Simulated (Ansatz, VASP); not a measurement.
# Two plane-wave programs on TeAs2

```
Te As
1.0
    -3.55645    3.55645    2.94052
     3.55645   -3.55645    2.94052
     3.55645    3.55645   -2.94052
Te As
2 4
Direct
  0.75000 0.25000 0.50000
  0.00000 0.00000 0.00000
  0.37500 0.62500 0.25000
  0.37500 0.12500 0.75000
  0.37500 0.62500 0.75000
  0.87500 0.62500 0.25000
```

Alike in both runs: task single point; functional PBEsol; k mesh 8 × 8 × 8; occupations tetrahedron; no spin polarisation.

```csv
,VASP,Ansatz
version,VASP 6.6.1,Ansatz 0.2.0
potentials or method,"VASP PAW PBE potentials, release 64 (Te, As), cutoff 520 eV","scalar-relativistic, plane waves, PAW"
valence electrons in the cell,32,92
```

Ansatz gave:

| Property | Result |
| --- | --- |
| gap on the k mesh at the Fermi level (eV) | none |
| pressure (GPa) | -3.7 |
| traceless stress, the component that is largest in VASP (GPa) | -0.80 |

Task: What did VASP give for the same quantities?

Result: gap on the k mesh at the Fermi level (eV): none; pressure (GPa): -3.6; traceless stress, the component that is largest in VASP (GPa): -0.75.

VASP's potentials were made for PBE, not for PBEsol. A gap of «none» marks a metal or a gap that the smearing closes. With one functional, cell and mesh, what is left measures potentials, basis and numerics. VASP's potentials hold 32 valence electrons a cell and Ansatz's 92, so a difference there can come from the potentials and not from the codes. Ansatz's warnings: band table not solved further, tetrahedron derivatives may miss energy slope.

Spin-orbit coupling is off throughout.
